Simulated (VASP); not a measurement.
# Ru (P6_3/mmc) in VASP: a series of runs, part 2 of 2

VASP 6.6.1. The steps go on from the part before.

### Step 3. Relaxation of cell and atoms, LDA

Contents of INCAR:

```
PREC = Accurate
ENCUT = 600
EDIFF = 1E-6
ISMEAR = 0
SIGMA = 0.1
LREAL = F
LASPH = T
NELM = 80
ALGO = Fast
ISIF = 3
LWAVE = F
LCHARG = F
IBRION = 2
NSW = 100
EDIFFG = -0.005
```

Contents of KPOINTS:

```
Automatic mesh
0
Gamma
  18 18 10
```

Contents of POSCAR:

```
Ru
1.0
    2.6731301674      0.0000000000      0.0000000000
   -1.3365650837      2.3149986326      0.0000000000
    0.0000000000      0.0000000000      4.2286285704
Ru
2
Direct
    0.3333333333      0.6666666667      0.2500000000
    0.6666666667      0.3333333333      0.7500000000
```

Potentials or basis: VASP PAW LDA potentials, release 64 (Ru_pv).

Launch:

```
$ cat potpaw_LDA.64/Ru_pv/POTCAR > POTCAR
$ mpirun -np 1 vasp_std > vasp.out
```

OUTCAR:

```text
PREC = Accurate
   ENCUT = 600
   EDIFF = 1E-6
   ISMEAR = 0
   LREAL = F
   LASPH = T
   NELM = 80
   ISIF = 3
   IBRION = 2
   NSW = 100
   EDIFFG = -0.005

 ion  position               nearest neighbor table
   1  0.333  0.667  0.250-   2 2.62   2 2.62   2 2.62   2 2.62   2 2.62   2 2.62
   2  0.667  0.333  0.750-   1 2.62   1 2.62   1 2.62   1 2.62   1 2.62   1 2.62

  LATTYP: Found a hexagonal cell.
 ALAT       =     2.6731301674
 C/A-ratio  =     1.5819014809

  Lattice vectors:

 A1 = (   2.6731301674,   0.0000000000,   0.0000000000)
 A2 = (  -1.3365650837,   2.3149986326,   0.0000000000)
 A3 = (   0.0000000000,   0.0000000000,   4.2286285704)

Analysis of symmetry for initial positions (statically):
=====================================================================
 Subroutine PRICEL returns:
 Original cell was already a primitive cell.

 Routine SETGRP: Setting up the symmetry group for a
 hexagonal supercell.

 Subroutine GETGRP returns: Found 24 space group operations
 (whereof 12 operations were pure point group operations)
 out of a pool of 24 trial point group operations.

The static configuration has the point symmetry D_3d.
 The point group associated with its full space group is D_6h.

Analysis of symmetry for dynamics (positions and initial velocities):
=====================================================================
 Subroutine PRICEL returns:
 Original cell was already a primitive cell.

 Routine SETGRP: Setting up the symmetry group for a
 hexagonal supercell.

 Subroutine GETGRP returns: Found 24 space group operations
 (whereof 12 operations were pure point group operations)
 out of a pool of 24 trial point group operations.

The dynamic configuration has the point symmetry D_3d.
 The point group associated with its full space group is D_6h.

 Subroutine INISYM returns: Found 24 space group operations
 (whereof 12 operations are pure point group operations),
 and found     1 'primitive' translations

----------------------------------------------------------------------------------------

                                     Primitive cell

  volume of cell :      26.1680

  direct lattice vectors                    reciprocal lattice vectors
     2.673130167  0.000000000  0.000000000     0.374093268  0.215982849  0.000000000
    -1.336565084  2.314998633  0.000000000     0.000000000  0.431965698  0.000000000
     0.000000000  0.000000000  4.228628570     0.000000000  0.000000000  0.236483291

  length of vectors
     2.673130167  2.673130167  4.228628570     0.431965698  0.431965698  0.236483291

  position of ions in fractional coordinates (direct lattice)
     0.333333333  0.666666667  0.250000000
     0.666666667  0.333333333  0.750000000

  ion indices of the primitive-cell ions
   primitive index   ion index
                 1           1
                 2           2

----------------------------------------------------------------------------------------

 KPOINTS: Automatic mesh
[... 24 lines left out ...]
            Coordinates               Weight
  0.000000  0.000000  0.000000      1.000000
  0.055556 -0.000000  0.000000      6.000000
  0.111111 -0.000000  0.000000      6.000000
  0.166667  0.000000  0.000000      6.000000
  0.222222 -0.000000  0.000000      6.000000
  0.277778 -0.000000  0.000000      6.000000
[... 16 lines left out ...]
  0.333333  0.111111  0.000000     12.000000
  0.388889  0.111111  0.000000     12.000000
 [... further k-points ...]
   k-points           NKPTS =    222   k-points in BZ     NKDIM =    222   number of bands    NBANDS=     18
   number of dos      NEDOS =    301   number of ions     NIONS =      2
   total plane-waves  NPLWV =  20736
   dimension x,y,z NGX =    24 NGY =   24 NGZ =   36
   dimension x,y,z NGXF=    48 NGYF=   48 NGZF=   72
   ions per type =               2
   NGX,Y,Z   is equivalent  to a cutoff of  14.93, 14.93, 14.15 a.u.
   NGXF,Y,Z  is equivalent  to a cutoff of  29.85, 29.85, 28.31 a.u.
 SYSTEM =  unknown system
   PREC   = accura    normal or accurate (medium, high low for compatibility)
   ISTART =      0    job   : 0-new  1-cont  2-samecut
   ICHARG =      2    charge: 1-file 2-atom 10-const
   ISPIN  =      1    spin polarized calculation?
   LNONCOLLINEAR =      F non collinear calculations
   LSORBIT =      F    spin-orbit coupling
   LASPH  =      T    aspherical Exc in radial PAW
   ENCUT  =  600.0 eV  44.10 Ry    6.64 a.u.   5.34  5.34  8.45*2*pi/ulx,y,z
   NELM   =     80;   NELMIN=  2; NELMDL= -5     # of ELM steps
   EDIFF  = 0.1E-05   stopping-criterion for ELM
   LREAL  =      F    real-space projection
   EDIFFG = -.5E-02   stopping-criterion for IOM
   NSW    =    100    number of steps for IOM
   IBRION =      2    ionic relax: 0-MD 1-quasi-New 2-CG
   NFREE  =      1    steps in history (QN), initial steepest desc. (CG)
   ISIF   =      3    stress and relaxation
   ISYM   =      2    0-nonsym 1-usesym 2-fastsym
   POTIM  = 0.5000    time-step for ionic-motion
   TEBEG  =    0.0;   TEEND  =   0.0 temperature during run
   PSTRESS=    0.0 pullay stress
   NELECT =      28.0000    total number of electrons
   NUPDOWN=      -1.0000    fix difference up-down
   EMIN   =  10.00;   EMAX   =-10.00  energy-range for DOS
   EFERMI =   0.00;   METHOD = LEGACY
   ISMEAR =     0;   SIGMA  =   0.10  broadening in eV -4-tet -1-fermi 0-gaus
   EFERMI_NEDOS =   21; number of points for ismear=-14 and -15
   IALGO  =     68    algorithm
   IMIX   =      4    mixing-type and parameters
     AMIX     =   0.40;   BMIX     =  1.00
     AMIX_MAG =   1.60;   BMIX_MAG =  1.00
  volume/ion in A,a.u.               =      13.08        88.30
  Fermi-wavevector in a.u.,A,eV,Ry     =   1.674444  3.164241 38.147523  2.803764
  Thomas-Fermi vector in A             =   2.759239
   LORBIT       =      0    0 simple, 1 ext, 2 COOP (PROOUT), +10 PAW based schemes
   GGA     = CA    functional components
   LHFCALC =     F    Hartree Fock is set to
   AEXX    =    0.0000 exact exchange contribution
   IVDW    =     0    specifies the selected vdW correction
   LEPSILON=     F    determine dielectric tensor
   LRPA    =     F    only Hartree local field effects (RPA)
 conjugate gradient relaxation of ions
 non-spin polarized calculation
 RMM-DIIS sequential band-by-band and
 Gauss-broadening in eV      SIGMA  =   0.10
  energy-cutoff  :      600.00
  volume of cell :       26.17
 maximum number of plane-waves:       899
 NGX is ok and might be reduce to    24
   NGX = 11   NGY = 11   NGZ = 17

--------------------------------------- Ionic step        1  -------------------------------------------

 number of electron      27.9999993 magnetization

 Free energy of the ion-electron system (eV)
  ---------------------------------------------------
  ext. energy  EPLUGINS =         0.00000000
  ---------------------------------------------------
  free energy    TOTEN  =       -21.39351425 eV

  energy without entropy =      -21.38496090  energy(sigma->0) =      -21.38923757

------------------------ aborting loop because EDIFF is reached ----------------------------------------

  FORCE on cell =-STRESS in cart. coord.  units (eV):
  Direction    XX          YY          ZZ          XY          YZ          ZX
  --------------------------------------------------------------------------------------
  -------------------------------------------------------------------------------------
  Total        0.1526190      0.1526190      0.1006984      0.0000000      0.0000000      0.0000000
  in kB        9.3443406      9.3443406      6.1654239      0.0000000      0.0000000      0.0000000
  external PRESSURE =       8.2847017 kB  Pullay stress =       0.0000000 kB
[... 203 lines left out ...]
--------------------------------------- Ionic step        7  -------------------------------------------

 number of electron      27.9999993 magnetization

 Free energy of the ion-electron system (eV)
  ---------------------------------------------------
  ext. energy  EPLUGINS =         0.00000000
  ---------------------------------------------------
  free energy    TOTEN  =       -21.39373885 eV

  energy without entropy =      -21.38514083  energy(sigma->0) =      -21.38943984

 E-fermi :  13.3298     XC(G=0): -14.5920

 val. band max:       13.3278291346   @ k =   0.1667   0.1111   0.3000
 cond. band min:      13.3482167153   @ k =   0.4444   0.1111   0.5000
 fundamental gap:      0.0203875807
 Fermi energy:        13.3298467960

 k-point     1 :       0.0000    0.0000    0.0000
  band No.  band energies     occupation
      1     -30.2636      2.00000
      2     -29.1991      2.00000
      3     -29.1991      2.00000
      4     -29.0059      2.00000
      5     -29.0059      2.00000
      6     -28.9600      2.00000
[... 481 lines left out ...]
      5     -29.2907      2.00000
      6     -29.2018      2.00000
[... 10 lines left out ...]
     17      17.2825      0.00000
     18      21.0238      0.00000

 [... further k-points ...]
[... 5 lines left out ...]
  --------------------------------------------------------------------------------------
  -------------------------------------------------------------------------------------
  Total       -0.0001537     -0.0001537     -0.0088521     -0.0000000      0.0000000      0.0000000
  in kB       -0.0093825     -0.0093825     -0.5405390     -0.0000000      0.0000000      0.0000000
  external PRESSURE =      -0.1864347 kB  Pullay stress =       0.0000000 kB
[... 17 lines left out ...]
  FREE ENERGIE OF THE ION-ELECTRON SYSTEM (eV)
  ---------------------------------------------------
  free  energy   TOTEN  =       -21.3937388505 eV

  energy  without entropy=      -21.3851408287  energy(sigma->0) =      -21.38943984

 reached required accuracy - stopping structural energy minimisation
```

OSZICAR:

```text
N       E                     dE             d eps       ncg     rms          rms(c)
DAV:   1     0.308383001466E+03    0.30838E+03   -0.19550E+04  8000   0.194E+03
DAV:   2    -0.152366849548E+02   -0.32362E+03   -0.31737E+03  8366   0.526E+02
DAV:   3    -0.227676910225E+02   -0.75310E+01   -0.73200E+01  8378   0.856E+01
[... 47 lines left out ...]
   6 F= -.21393739E+02 E0= -.21389440E+02  d E =-.400457E-05
       N       E                     dE             d eps       ncg     rms          rms(c)
DAV:   1    -0.213937505991E+02   -0.11731E-04   -0.32306E-04  8100   0.202E-01    0.282E-02
RMM:   2    -0.213937394584E+02    0.11141E-04   -0.26226E-05  7977   0.516E-02    0.625E-03
RMM:   3    -0.213937388505E+02    0.60787E-06   -0.38685E-06  6011   0.163E-02
   7 F= -.21393739E+02 E0= -.21389440E+02  d E =-.357027E-05
```

CONTCAR:

```text
Ru
   1.00000000000000
     2.6759722872197793    0.0000000000000000    0.0000000000000000
    -1.3379861436098897    2.3174599805645570   -0.0000000000000000
     0.0000000000000000    0.0000000000000000    4.2309342818771167
  Ru
     2
Direct
     0.3333333332999970    0.6666666667000030    0.2500000000000000
     0.6666666667000030    0.3333333332999970    0.7500000000000000

  0.00000000E+00  0.00000000E+00  0.00000000E+00
  0.00000000E+00  0.00000000E+00  0.00000000E+00
```

Wall time 14 min (1 thread of AMD EPYC 7R13, shared host); peak memory 0.2 GiB.

Results:

* Free energy: -21.3937 eV
* Relaxed volume: 13.12 Å³/atom
* Relaxed cell: a = 2.676 Å, b = 2.676 Å, c = 4.231 Å, α = 90.00°, β = 90.00°, γ = 120.00°
* Space group after relaxing (to 0.05 Å): P6_3/mmc (No. 194)
* Energy gained by relaxing: 0.1 meV/atom
* Ionic steps: 7
* Pressure after relaxing: 0.0 GPa
* Band gap on the k mesh: zero (band 14 reaches 14.90 eV, above the bottom of band 15 at 11.59 eV)

Step by step:
```tsv
step	energy change (eV)	largest force (eV/Å)	pressure (GPa)	volume (Å³)
1	0.0000	0.0000	0.83	26.17
2	0.0013	0.0000	-2.70	26.43
3	-0.0002	0.0000	0.00	26.24
4	-0.0002	0.0000	-0.08	26.24
5	-0.0002	0.0000	0.33	26.22
6	-0.0002	0.0000	0.16	26.23
7	-0.0002	0.0000	-0.02	26.24
```

Final structure:
```
Ru
1.0
     2.67597    0.00000    0.00000
    -1.33799    2.31746    0.00000
     0.00000    0.00000    4.23093
Ru
2
Direct
  0.33333 0.66667 0.25000
  0.66667 0.33333 0.75000
```

Levels at points of the mesh, in eV from the Fermi level:
| k point | band 10 | band 11 | band 12 | band 13 | band 14 | band 15 | band 16 | band 17 | band 18 |
| --- | --- | --- | --- | --- | --- | --- | --- | --- | --- |
| (0.00, 0.00, 0.00) | -2.75 | -2.55 | -2.02 | -2.02 | -1.47 | -1.47 | 1.26 | 1.26 | 1.35 |
| (0.50, 0.00, 0.00) | -3.19 | -2.16 | -1.85 | -1.59 | 1.53 | 1.98 | 2.06 | 4.28 | 6.37 |
| (0.00, 0.00, 0.50) | -2.92 | -2.92 | -2.92 | -2.82 | -2.82 | 0.60 | 0.60 | 0.60 | 0.60 |
| (0.50, 0.00, 0.50) | -4.77 | -1.12 | -1.12 | 0.48 | 0.48 | 1.80 | 1.80 | 3.54 | 3.54 |
